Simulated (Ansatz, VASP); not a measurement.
CoSi2 in VASP and in Ansatz

```
CELL_PARAMETERS angstrom
0.00000 2.68018 2.68018
2.68018 0.00000 2.68018
2.68018 2.68018 0.00000
ATOMIC_POSITIONS crystal
Co 0.98439 0.01561 0.98439
Si 0.26638 0.23362 0.26638
Si 0.76638 0.73362 0.76638
```

Change from the starting cell: mode 4 frozen in at +0.000 Å and mode 8 at -0.088 Å (largest displacements).

Alike in both runs: task single point; functional PBE; k mesh 12 × 12 × 12; occupations gaussian, width 0.15 eV; no spin polarisation.

|  | VASP | Ansatz |
| --- | --- | --- |
| version | VASP 6.6.1 | Ansatz 0.2.0 |
| potentials or method | VASP PAW PBE potentials, release 64 (Co, Si), cutoff 520 eV | scalar-relativistic, plane waves, PAW |
| valence electrons in the cell | 17 | 25 |

Ansatz gave:

```
gap on the k mesh at the Fermi level (eV)                     : none
pressure (GPa)                                                : 2.3
traceless stress, the component that is largest in VASP (GPa) : -0.87
rms of the force components (eV/Å)                            : 0.811
```

Problem. What did VASP give for the same quantities?

Solution. gap on the k mesh at the Fermi level (eV): none; pressure (GPa): 2.2; traceless stress, the component that is largest in VASP (GPa): -0.90; rms of the force components (eV/Å): 0.814.

Atom by atom the forces differ by 0.004 eV/Å (rms over components). A gap of «none» marks a metal or a gap that the smearing closes. VASP's potentials hold 17 valence electrons a cell and Ansatz's 25, so a difference there can come from the potentials and not from the codes.
